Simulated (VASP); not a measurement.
Wanted: the native input for a VASP 6.6.1 run.

* Task: single point
* Functional: PBE
* Potentials or basis: VASP PAW PBE potentials, release 64 (Sr_sv, Ti_sv, O)
* Cutoff: 520 eV
* k mesh: 8 × 8 × 8
* Occupations: gaussian, width 0.02 eV
* Spin: no spin polarisation
* Dipole correction: no
* Further INCAR settings: ALGO = Normal; EDIFF = 1e-07; NBANDS = 28

The structure of SrTiO3 lies in POSCAR:

```
SrTiO3
1.0
    3.8146613287      0.0000000000      0.0000000000
    0.0000000000      3.8146613287      0.0000000000
    0.0000000000      0.0000000000      3.8146613287
Sr Ti O
1 1 3
Direct
    0.0000000000      0.0000000000      0.0000000000
    0.5000000000      0.5000000000      0.5000000000
    0.0000000000      0.5000000000      0.5000000000
    0.5000000000      0.0000000000      0.5000000000
    0.5000000000      0.5000000000      0.0000000000
```

This cell differs from its parent crystal: volume scaled by 0.91.

These files were run (other wordings do the same):

INCAR

```
SYSTEM = SrTiO3
PREC     = Accurate       ! precision mode
ENCUT    = 520            ! plane-wave cutoff, eV
EDIFF    = 1E-7           ! SCF threshold, eV
ISMEAR   = 0              ! smearing method
SIGMA    = 0.02           ! smearing width, eV
LREAL    = .False.        ! projectors in reciprocal space
LASPH    = .True.         ! aspherical terms in the spheres
NELM     = 60             ! most SCF steps
ALGO     = Normal         ! electronic algorithm
ISIF     = 2              ! what is computed and relaxed
LWAVE    = .False.        ! write WAVECAR
LCHARG   = .False.        ! write CHGCAR
GGA      = PE             ! functional
NBANDS   = 28             ! bands
```

KPOINTS

```
Automatic mesh
0
Gamma
  8 8 8
  0 0 0
```

Potentials or basis: VASP PAW PBE potentials, release 64 (Sr_sv, Ti_sv, O).

Run with:

```sh
$ cat potpaw_PBE.64/Sr_sv/POTCAR potpaw_PBE.64/Ti_sv/POTCAR potpaw_PBE.64/O/POTCAR > POTCAR
$ mpirun -np 1 vasp_std > vasp.out
```

Results of the run:

| Item | Value |
| --- | --- |
| Pressure | 20.5 GPa |
| Band gap on the k mesh | 1.98 eV, indirect (least direct gap 2.29 eV) |

Wall time 48 s on 1 thread of Intel(R) Xeon(R) Platinum 8488C (Sapphire Rapids) (shared host), peak memory 0.19 GiB.
